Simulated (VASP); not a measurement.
# SnO (P4/nmm) in VASP: a series of runs

Aim: see how the results for SnO move with the level of theory and the settings. Levels: RPBE, BLYP, PBEsol. Tasks: density of states.

All numbers are computed with VASP 6.6.1; they aren't measurements. Logs are shortened: lines on timing, memory, paths and dates and some standing lists are left out, and cuts for length are marked.

### Step 1. The cell of the first run

It takes space group P4/nmm (No. 129, tetragonal). Conventional cell: a = 3.814 Å, b = 3.814 Å, c = 4.887 Å, α = 90.00°, β = 90.00°, γ = 90.00°. Sn (site symmetry 4mm) has 4 O at 2.23 Å within 2.9 Å. Within 2.9 Å of O (site symmetry -4m2) lie 4 Sn at 2.23 Å and 4 O at 2.70 Å.

### Step 2. Density of states, RPBE

Input file POSCAR:

```
SnO
1.0
    3.8136952200      0.0000000000      0.0000000000
    0.0000000000      3.8136952200      0.0000000000
    0.0000000000      0.0000000000      4.8869133000
Sn O
2 2
Direct
    0.5000000000      0.0000000000      0.7646261400
    0.0000000000      0.5000000000      0.2353738600
    0.0000000000      0.0000000000      0.0000000000
    0.5000000000      0.5000000000      0.0000000000
```

Input file INCAR.step1:

```
SYSTEM = SnO
  ALGO = Normal
  EDIFF = 1E-6
  ENCUT = 520
  GGA = RP
  ISIF = 2
  ISMEAR = -1
  LASPH = .TRUE.
  LCHARG = .TRUE.
  LREAL = .FALSE.
  LWAVE = .FALSE.
  NBANDS = 28
  NELM = 80
  PREC = Accurate
  SIGMA = 0.05
```

Input file KPOINTS.step1:

```
k-points
0
G
  4 4 3
  0 0 0
```

Input file INCAR.step2:

```
SYSTEM = SnO
  ALGO = Normal
  EDIFF = 1E-6
  ENCUT = 520
  GGA = RP
  ICHARG = 11
  ISIF = 2
  ISMEAR = -5
  LASPH = .TRUE.
  LCHARG = .FALSE.
  LORBIT = 11
  LREAL = .FALSE.
  LWAVE = .FALSE.
  NEDOS = 2001
  NELM = 80
  PREC = Accurate
  SIGMA = 0.05
```

Input file KPOINTS.step2:

```
k-points
0
G
  6 6 5
  0 0 0
```

Potentials or basis: VASP PAW PBE potentials, release 64 (Sn_d, O).

On the command line:

```
> cat potpaw_PBE.64/Sn_d/POTCAR potpaw_PBE.64/O/POTCAR > POTCAR
> cp INCAR.step1 INCAR
> cp KPOINTS.step1 KPOINTS
> mpirun -np 1 vasp_std > vasp.out
> cp INCAR.step2 INCAR
> cp KPOINTS.step2 KPOINTS
> mpirun -np 1 vasp_std > vasp.out
```

OUTCAR:

```text
SYSTEM = SnO
   EDIFF = 1E-6
   ENCUT = 520
   GGA = RP
   ICHARG = 11
   ISIF = 2
   ISMEAR = -5
   LASPH = .TRUE.
   LORBIT = 11
   LREAL = .FALSE.
   NELM = 80
   PREC = Accurate

 ion  position               nearest neighbor table
   1  0.500  0.000  0.765-   3 2.23   4 2.23   4 2.23   3 2.23   2 3.54   2 3.54   2 3.54   2 3.54
                             2 3.74   2 3.74   2 3.74   2 3.74
   2  0.000  0.500  0.235-   3 2.23   4 2.23   3 2.23   4 2.23   1 3.54   1 3.54   1 3.54   1 3.54
                             1 3.74   1 3.74   1 3.74   1 3.74
   3  0.000  0.000  0.000-   1 2.23   2 2.23   2 2.23   1 2.23
   4  0.500  0.500  0.000-   1 2.23   2 2.23   1 2.23   2 2.23

  LATTYP: Found a simple tetragonal cell.
 ALAT       =     3.8136952200
 C/A-ratio  =     1.2814116016

  Lattice vectors:

 A1 = (   3.8136952200,   0.0000000000,   0.0000000000)
 A2 = (   0.0000000000,   3.8136952200,   0.0000000000)
 A3 = (   0.0000000000,   0.0000000000,   4.8869133000)

Analysis of symmetry for initial positions (statically):
=====================================================================
 Subroutine PRICEL returns:
 Original cell was already a primitive cell.

 Routine SETGRP: Setting up the symmetry group for a
 simple tetragonal supercell.

 Subroutine GETGRP returns: Found 16 space group operations
 (whereof  8 operations were pure point group operations)
 out of a pool of 16 trial point group operations.

The static configuration has the point symmetry D_2d.
 The point group associated with its full space group is D_4h.

Analysis of symmetry for dynamics (positions and initial velocities):
=====================================================================
 Subroutine PRICEL returns:
 Original cell was already a primitive cell.

 Routine SETGRP: Setting up the symmetry group for a
 simple tetragonal supercell.

 Subroutine GETGRP returns: Found 16 space group operations
 (whereof  8 operations were pure point group operations)
 out of a pool of 16 trial point group operations.

The dynamic configuration has the point symmetry D_2d.
 The point group associated with its full space group is D_4h.

 Subroutine INISYM returns: Found 16 space group operations
 (whereof  8 operations are pure point group operations),
 and found     1 'primitive' translations

----------------------------------------------------------------------------------------

                                     Primitive cell

  volume of cell :      71.0766

[... 98 lines left out ...]
   IBRION =     -1    ionic relax: 0-MD 1-quasi-New 2-CG
   NFREE  =      0    steps in history (QN), initial steepest desc. (CG)
   ISIF   =      2    stress and relaxation
   ISYM   =      2    0-nonsym 1-usesym 2-fastsym
   POTIM  = 0.5000    time-step for ionic-motion
   TEBEG  =    0.0;   TEEND  =   0.0 temperature during run
   PSTRESS=    0.0 pullay stress
   NELECT =      40.0000    total number of electrons
   NUPDOWN=      -1.0000    fix difference up-down
   EMIN   =  10.00;   EMAX   =-10.00  energy-range for DOS
   EFERMI =   0.00;   METHOD = LEGACY
   ISMEAR =    -5;   SIGMA  =   0.05  broadening in eV -4-tet -1-fermi 0-gaus
   EFERMI_NEDOS =   21; number of points for ismear=-14 and -15
   IALGO  =     38    algorithm
   IMIX   =      4    mixing-type and parameters
     AMIX     =   0.40;   BMIX     =  1.00
     AMIX_MAG =   1.60;   BMIX_MAG =  1.00
  volume/ion in A,a.u.               =      17.77       119.91
  Fermi-wavevector in a.u.,A,eV,Ry     =   1.351614  2.554180 24.855939  1.826860
  Thomas-Fermi vector in A             =   2.479021
   LORBIT       =     11    0 simple, 1 ext, 2 COOP (PROOUT), +10 PAW based schemes
   GGA     = RP    functional components
   LHFCALC =     F    Hartree Fock is set to
   AEXX    =    0.0000 exact exchange contribution
   IVDW    =     0    specifies the selected vdW correction
   LEPSILON=     F    determine dielectric tensor
   LRPA    =     F    only Hartree local field effects (RPA)
 non-spin polarized calculation
 Fermi weights with tetrahedron method with Bloechl corrections
  energy-cutoff  :      520.00
  volume of cell :       71.08
 maximum number of plane-waves:      1932

 number of electron      39.9999978 magnetization

 Free energy of the ion-electron system (eV)
  ---------------------------------------------------
  ext. energy  EPLUGINS =         0.00000000
  ---------------------------------------------------
  free energy    TOTEN  =       -21.14072258 eV

  energy without entropy =      -21.14072258  energy(sigma->0) =      -21.14072258

 E-fermi :   7.2019     XC(G=0):  -9.9922

 val. band max:        7.1899945818   @ k =   0.0000   0.0000   0.0000
 cond. band min:       7.3457181641   @ k =   0.5000   0.5000   0.0000
 fundamental gap:      0.1557235822
 Fermi energy:         7.2018847292

 k-point     1 :       0.0000    0.0000    0.0000
  band No.  band energies     occupation
      1     -14.9320      2.00000
      2     -14.4952      2.00000
      3     -14.4918      2.00000
      4     -14.4918      2.00000
      5     -14.4513      2.00000
      6     -14.4401      2.00000
[... 637 lines left out ...]
     23      12.6996      0.00000
     24      12.6996      0.00000

 [... further k-points ...]
[... 5 lines left out ...]
  --------------------------------------------------------------------------------------
  -------------------------------------------------------------------------------------
  Total        3.1549374      3.1549374      2.5997658      0.0000000      0.0000000      0.0000000
  in kB       71.1172127     71.1172127     58.6027786      0.0000000      0.0000000      0.0000000
  external PRESSURE =      66.9457347 kB  Pullay stress =       0.0000000 kB

 VOLUME and BASIS-vectors are now :
 -----------------------------------------------------------------------------
  energy-cutoff  :      520.00
  volume of cell :       71.08
      direct lattice vectors                 reciprocal lattice vectors
     3.813695220  0.000000000  0.000000000     0.262212878  0.000000000  0.000000000
     0.000000000  3.813695220  0.000000000     0.000000000  0.262212878  0.000000000
     0.000000000  0.000000000  4.886913300     0.000000000  0.000000000  0.204628144

 POSITION                                       TOTAL-FORCE (eV/Angst)
 -----------------------------------------------------------------------------------
      1.90685      0.00000      3.73666         0.000000     -0.000000     -0.647682
      0.00000      1.90685      1.15025         0.000000     -0.000000      0.647682
      0.00000      0.00000      0.00000         0.000000     -0.000000      0.000000
      1.90685      1.90685      0.00000         0.000000      0.000000      0.000000
 -----------------------------------------------------------------------------------
    total drift:                                0.000000      0.000000      0.000000

  FREE ENERGIE OF THE ION-ELECTRON SYSTEM (eV)
  ---------------------------------------------------
  free  energy   TOTEN  =       -21.1407225783 eV

  energy  without entropy=      -21.1407225783  energy(sigma->0) =      -21.14072258

 total charge

# of ion       s       p       d       tot
------------------------------------------
    1        1.261   0.788  10.074  12.123
    2        1.261   0.788  10.074  12.123
    3        1.582   3.450   0.000   5.032
    4        1.582   3.450   0.000   5.032
--------------------------------------------------
tot          5.685   8.476  20.148  34.310
```

OUTCAR.step1:

```text
SYSTEM = SnO
   EDIFF = 1E-6
   ENCUT = 520
   GGA = RP
   ISIF = 2
   ISMEAR = -1
   LASPH = .TRUE.
[... 589 lines left out ...]
      0.00000      1.90685      1.15025         0.000000      0.000000      0.677982
      0.00000      0.00000      0.00000         0.000000      0.000000      0.000000
      1.90685      1.90685      0.00000        -0.000000     -0.000000      0.000000
 -----------------------------------------------------------------------------------
    total drift:                                0.000000      0.000000      0.000000

  FREE ENERGIE OF THE ION-ELECTRON SYSTEM (eV)
  ---------------------------------------------------
  free  energy   TOTEN  =       -21.1335292397 eV

  energy  without entropy=      -21.1308272750  energy(sigma->0) =      -21.13217826
```

OSZICAR.step1:

```text
N       E                     dE             d eps       ncg     rms          rms(c)
DAV:   1     0.419543757856E+03    0.41954E+03   -0.19936E+04   696   0.218E+03
DAV:   2     0.400660461567E+02   -0.37948E+03   -0.36428E+03   696   0.535E+02
DAV:   3    -0.217857980269E+02   -0.61852E+02   -0.60696E+02   788   0.180E+02
DAV:   4    -0.247537423930E+02   -0.29679E+01   -0.29518E+01   756   0.422E+01
DAV:   5    -0.248221053562E+02   -0.68363E-01   -0.68356E-01   724   0.700E+00    0.118E+01
DAV:   6    -0.211130182898E+02    0.37091E+01   -0.16625E+01  1076   0.442E+01    0.494E+00
DAV:   7    -0.211308490491E+02   -0.17831E-01   -0.20032E+00   808   0.855E+00    0.252E+00
DAV:   8    -0.211340392320E+02   -0.31902E-02   -0.24890E-01   888   0.354E+00    0.832E-01
DAV:   9    -0.211317985713E+02    0.22407E-02   -0.45227E-02  1040   0.220E+00    0.250E-01
DAV:  10    -0.211336722100E+02   -0.18736E-02   -0.76746E-03   860   0.760E-01    0.138E-01
DAV:  11    -0.211334706908E+02    0.20152E-03   -0.19114E-03   960   0.395E-01    0.231E-02
DAV:  12    -0.211335505237E+02   -0.79833E-04   -0.40513E-04   680   0.109E-01    0.461E-02
DAV:  13    -0.211335294443E+02    0.21079E-04   -0.70634E-05   844   0.833E-02    0.864E-03
DAV:  14    -0.211335289977E+02    0.44660E-06   -0.11442E-05   772   0.195E-02    0.413E-03
DAV:  15    -0.211335292397E+02   -0.24202E-06   -0.48113E-07   420   0.583E-03
   1 F= -.21133529E+02 E0= -.21132178E+02  d E =-.270196E-02
```

Run time: 29 s. Hardware: 1 thread of Intel Xeon Platinum 8488C (Sapphire Rapids), shared host; peak memory 0.18 GiB.

Results:

```
Valence electrons inside the program's atomic spheres : Sn 12.12; O 5.03
```

Caveat: the k points lie up to 0.43 Å⁻¹ apart; the PAW data sets were made with another functional, which shifts forces and pressure a little; spin-orbit coupling is left out, which moves the levels of the heavy elements.

### Step 3. Density of states, BLYP

POSCAR is that of step 2.

Input file INCAR.step1:

```
  PREC = Accurate
  ENCUT = 520
  EDIFF = 1E-6
  ISMEAR = -1
  SIGMA = 0.05
  LREAL = F
  LASPH = T
  NELM = 80
  ALGO = Normal
  ISIF = 2
  LWAVE = F
  LCHARG = T
  GGA = B5
  ALDAX = 1.0
  AGGAX = 1.0
  AGGAC = 1.0
  ALDAC = 0.0
  NBANDS = 28
```

Input file KPOINTS.step1:

```
Automatic mesh
0
Gamma
  4 4 3
```

Input file INCAR.step2:

```
  PREC = Accurate
  ENCUT = 520
  EDIFF = 1E-6
  ISMEAR = -5
  SIGMA = 0.05
  LREAL = F
  LASPH = T
  NELM = 80
  ALGO = Normal
  ISIF = 2
  LWAVE = F
  LCHARG = F
  GGA = B5
  ALDAX = 1.0
  AGGAX = 1.0
  AGGAC = 1.0
  ALDAC = 0.0
  LORBIT = 11
  NEDOS = 2001
  ICHARG = 11
```

Input file KPOINTS.step2:

```
Automatic mesh
0
Gamma
  6 6 5
```

Potentials or basis: VASP PAW PBE potentials, release 64 (Sn_d, O).

On the command line:

```
> cat potpaw_PBE.64/Sn_d/POTCAR potpaw_PBE.64/O/POTCAR > POTCAR
> cp INCAR.step1 INCAR
> cp KPOINTS.step1 KPOINTS
> mpirun -np 1 vasp_std > vasp.out
> cp INCAR.step2 INCAR
> cp KPOINTS.step2 KPOINTS
> mpirun -np 1 vasp_std > vasp.out
```

OUTCAR:

```text
PREC = Accurate
   ENCUT = 520
   EDIFF = 1E-6
   ISMEAR = -5
   LREAL = F
   LASPH = T
   NELM = 80
   ISIF = 2
   GGA = B5
   LORBIT = 11
   ICHARG = 11

 ion  position               nearest neighbor table
   1  0.500  0.000  0.765-   3 2.23   4 2.23   4 2.23   3 2.23   2 3.54   2 3.54   2 3.54   2 3.54
                             2 3.74   2 3.74   2 3.74   2 3.74
   2  0.000  0.500  0.235-   3 2.23   4 2.23   3 2.23   4 2.23   1 3.54   1 3.54   1 3.54   1 3.54
                             1 3.74   1 3.74   1 3.74   1 3.74
   3  0.000  0.000  0.000-   1 2.23   2 2.23   2 2.23   1 2.23
   4  0.500  0.500  0.000-   1 2.23   2 2.23   1 2.23   2 2.23

  LATTYP: Found a simple tetragonal cell.
 ALAT       =     3.8136952200
 C/A-ratio  =     1.2814116016

  Lattice vectors:

 A1 = (   3.8136952200,   0.0000000000,   0.0000000000)
 A2 = (   0.0000000000,   3.8136952200,   0.0000000000)
 A3 = (   0.0000000000,   0.0000000000,   4.8869133000)

Analysis of symmetry for initial positions (statically):
=====================================================================
 Subroutine PRICEL returns:
 Original cell was already a primitive cell.

 Routine SETGRP: Setting up the symmetry group for a
 simple tetragonal supercell.

 Subroutine GETGRP returns: Found 16 space group operations
 (whereof  8 operations were pure point group operations)
 out of a pool of 16 trial point group operations.

The static configuration has the point symmetry D_2d.
 The point group associated with its full space group is D_4h.

Analysis of symmetry for dynamics (positions and initial velocities):
=====================================================================
 Subroutine PRICEL returns:
 Original cell was already a primitive cell.

 Routine SETGRP: Setting up the symmetry group for a
 simple tetragonal supercell.

 Subroutine GETGRP returns: Found 16 space group operations
 (whereof  8 operations were pure point group operations)
 out of a pool of 16 trial point group operations.
[... 130 lines left out ...]
  Fermi-wavevector in a.u.,A,eV,Ry     =   1.351614  2.554180 24.855939  1.826860
  Thomas-Fermi vector in A             =   2.479021
   LORBIT       =     11    0 simple, 1 ext, 2 COOP (PROOUT), +10 PAW based schemes
   GGA     = B5    functional components
   LHFCALC =     F    Hartree Fock is set to
   AEXX    =    0.0000 exact exchange contribution
   IVDW    =     0    specifies the selected vdW correction
   LEPSILON=     F    determine dielectric tensor
   LRPA    =     F    only Hartree local field effects (RPA)
 non-spin polarized calculation
 Fermi weights with tetrahedron method with Bloechl corrections
  energy-cutoff  :      520.00
  volume of cell :       71.08
 maximum number of plane-waves:      1932

 number of electron      39.9999978 magnetization

 Free energy of the ion-electron system (eV)
  ---------------------------------------------------
  ext. energy  EPLUGINS =         0.00000000
  ---------------------------------------------------
  free energy    TOTEN  =       -20.93223063 eV

  energy without entropy =      -20.93223063  energy(sigma->0) =      -20.93223063

 E-fermi :   7.3385     XC(G=0):  -9.6196

 val. band max:        7.3308052817   @ k =   0.0000   0.0000   0.0000
 cond. band min:       7.6898343910   @ k =   0.5000   0.5000   0.0000
 fundamental gap:      0.3590291093
 Fermi energy:         7.3385224882

 k-point     1 :       0.0000    0.0000    0.0000
  band No.  band energies     occupation
      1     -14.5691      2.00000
      2     -14.1384      2.00000
      3     -14.1357      2.00000
      4     -14.1357      2.00000
      5     -14.0875      2.00000
      6     -14.0798      2.00000
[... 637 lines left out ...]
     23      12.8674      0.00000
     24      12.8674      0.00000

 [... further k-points ...]
[... 5 lines left out ...]
  --------------------------------------------------------------------------------------
  -------------------------------------------------------------------------------------
  Total        3.9528285      3.9528285      3.2353036      0.0000000      0.0000000      0.0000000
  in kB       89.1029247     89.1029247     72.9287925      0.0000000      0.0000000      0.0000000
  external PRESSURE =      83.7115473 kB  Pullay stress =       0.0000000 kB

 VOLUME and BASIS-vectors are now :
 -----------------------------------------------------------------------------
  energy-cutoff  :      520.00
  volume of cell :       71.08
      direct lattice vectors                 reciprocal lattice vectors
     3.813695220  0.000000000  0.000000000     0.262212878  0.000000000  0.000000000
     0.000000000  3.813695220  0.000000000     0.000000000  0.262212878  0.000000000
     0.000000000  0.000000000  4.886913300     0.000000000  0.000000000  0.204628144

 POSITION                                       TOTAL-FORCE (eV/Angst)
 -----------------------------------------------------------------------------------
      1.90685      0.00000      3.73666        -0.000000      0.000000     -0.650497
      0.00000      1.90685      1.15025         0.000000      0.000000      0.650497
      0.00000      0.00000      0.00000         0.000000      0.000000      0.000000
      1.90685      1.90685      0.00000         0.000000      0.000000      0.000000
 -----------------------------------------------------------------------------------
    total drift:                               -0.000000      0.000000      0.000000

  FREE ENERGIE OF THE ION-ELECTRON SYSTEM (eV)
  ---------------------------------------------------
  free  energy   TOTEN  =       -20.9322306269 eV

  energy  without entropy=      -20.9322306269  energy(sigma->0) =      -20.93223063

 total charge

# of ion       s       p       d       tot
------------------------------------------
    1        1.265   0.791  10.078  12.134
    2        1.265   0.791  10.078  12.134
    3        1.569   3.460   0.000   5.029
    4        1.569   3.460   0.000   5.029
--------------------------------------------------
tot          5.668   8.502  20.156  34.326
```

It took 40 s on 1 thread of Intel Xeon Platinum 8488C (Sapphire Rapids), shared host; peak memory 0.18 GiB.

What came out:

- Valence electrons inside the program's atomic spheres: Sn 12.13; O 5.03

Levels at points of the mesh, in eV from the valence-band top:
```tsv
k point	band 16	band 17	band 18	band 19	band 20	band 21	band 22	band 23	band 24
(0.00, 0.00, 0.00)	-6.13	-3.40	-3.11	-3.11	0.00	2.20	4.38	4.79	4.79
(0.50, 0.00, 0.00)	-4.89	-4.73	-4.73	-2.59	-2.59	3.24	3.24	5.93	5.96
(0.50, 0.50, 0.00)	-5.04	-2.46	-2.46	-1.90	-1.90	0.36	0.36	4.73	4.73
```

Caveat: the k points lie up to 0.43 Å⁻¹ apart; the PAW data sets were made with another functional, which shifts forces and pressure a little; spin-orbit coupling is left out, which moves the levels of the heavy elements.

### Step 4. Density of states, PBEsol

POSCAR is that of step 3.

Input file INCAR.step1:

```
PREC = Accurate ; ENCUT = 520
EDIFF = 1E-7 ; ISMEAR = -1
SIGMA = 0.05 ; LREAL = F
LASPH = T ; NELM = 100
ALGO = Normal ; ISIF = 2
LWAVE = F ; LCHARG = T
GGA = PS ; NBANDS = 28
```

Input file KPOINTS.step1:

```
regular mesh
0
Gamma
  7 7 6
```

Input file INCAR.step2:

```
PREC = Accurate ; ENCUT = 520
EDIFF = 1E-7 ; ISMEAR = -5
SIGMA = 0.05 ; LREAL = F
LASPH = T ; NELM = 100
ALGO = Normal ; ISIF = 2
LWAVE = F ; LCHARG = F
GGA = PS ; LORBIT = 11
NEDOS = 1001 ; ICHARG = 11
```

Input file KPOINTS.step2:

```
regular mesh
0
Gamma
  11 11 9
```

On the command line:

```
> cat potpaw_PBE.64/Sn_d/POTCAR potpaw_PBE.64/O/POTCAR > POTCAR
> cp INCAR.step1 INCAR
> cp KPOINTS.step1 KPOINTS
> mpirun -np 1 vasp_std > vasp.out
> cp INCAR.step2 INCAR
> cp KPOINTS.step2 KPOINTS
> mpirun -np 1 vasp_std > vasp.out
```

It took 3 min on 1 thread of Intel Xeon Platinum 8259CL at 2.50GHz (Skylake/Cascade Lake), shared host; peak memory 0.27 GiB.

Results (log left out):

- Valence electrons inside the program's atomic spheres: Sn 12.13; O 4.99

Levels at points of the mesh, in eV from the valence-band top:
| k point | band 18 | band 19 | band 20 | band 21 | band 22 | band 23 |
| --- | --- | --- | --- | --- | --- | --- |
| (0.00, 0.00, 0.00) | -3.16 | -3.16 | -0.01 | 1.98 | 4.17 | 4.74 |

Caveat: the PAW data sets were made with another functional, which shifts forces and pressure a little; spin-orbit coupling is left out, which moves the levels of the heavy elements.
